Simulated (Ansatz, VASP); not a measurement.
**Two plane-wave programs on CO2**

```
C O
1.0
     5.62000    0.00000    0.00000
     0.00000    5.62000    0.00000
     0.00000    0.00000    5.62000
C O
4 8
Cartesian
  0.0000 0.0000 0.0000
  2.8100 0.0000 2.8100
  2.8100 2.8100 0.0000
  0.0000 2.8100 2.8100
  0.6745 0.6745 0.6745
  2.1355 4.9455 3.4845
  3.4845 2.1355 4.9455
  4.9455 3.4845 2.1355
  4.9455 4.9455 4.9455
  3.4845 0.6745 2.1355
  2.1355 3.4845 0.6745
  0.6745 2.1355 3.4845
```

Alike in both runs: functional PBE; k mesh 4 × 4 × 4; occupations fermi-dirac, width 0.02 eV; no spin polarisation.

Ansatz relaxed the structure, and its values are those at the end. VASP's run is a single point on that final structure, the one shown.

```csv
,VASP,Ansatz
version,VASP 6.6.1,Ansatz 0.2.0
potentials or method,"VASP PAW PBE potentials, release 64 (C_h, O_h)","plane-wave PAW, scalar-relativistic"
plane-wave cutoff (eV),1340,420
valence electrons in the cell,64,64
```

VASP gave:

| Item | Value |
| --- | --- |
| gap on the k mesh at the Fermi level (eV) | 6.79 |
| pressure (GPa) | 1.1 |
| rms of the force components (eV/Å) | 0.009 |

Task: Which values does Ansatz return?

Result: gap on the k mesh at the Fermi level (eV): 6.79; pressure (GPa): 1.4; rms of the force components (eV/Å): 0.009.

Ansatz's warnings: stress scf threshold loose.
